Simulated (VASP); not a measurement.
InCu2, 6 atoms in the cell. The structure is hexagonal, space group P6_3/mmc (No. 194). Conventional cell: a = 4.379 Å, b = 4.379 Å, c = 5.335 Å, α = 90.00°, β = 90.00°, γ = 120.00°. In (site symmetry -6m2) has 11 Cu at 2.53 to 2.86 Å within 3.3 Å. Cu (site symmetry -6m2) has 5 In at 2.53 to 2.67 Å and 6 Cu at 2.86 Å within 3.3 Å. Cu (site symmetry -3m) has 8 Cu at 2.67 to 2.86 Å and 6 In at 2.86 Å within 3.5 Å. 

- Program: VASP 6.6.1
- Task: single point
- Functional: LDA
- Potentials or basis: VASP PAW LDA potentials, release 64 (In_d, Cu)
- Cutoff: 520 eV
- k mesh: 6 × 6 × 5
- Occupations: fermi-dirac, width 0.1 eV
- Spin: no spin polarisation
- Dipole correction: no
- Further INCAR settings: ALGO = Normal; EDIFF = 1e-06; NBANDS = 44

Potentials or basis: VASP PAW LDA potentials, release 64 (In_d, Cu).

Command:

```console
$ cat potpaw_LDA.64/In_d/POTCAR potpaw_LDA.64/Cu/POTCAR > POTCAR
$ mpirun -np 1 vasp_std > vasp.out
```

Hardware: 1 thread of Intel(R) Xeon(R) Platinum 8488C (Sapphire Rapids) (shared host).

Question: Estimate the wall time of this run.

Answer: Wall time 83 s on 1 thread of Intel(R) Xeon(R) Platinum 8488C (Sapphire Rapids), with other jobs on the host, peak memory 0.22 GiB. Counts: scf iterations 18, k points 21.
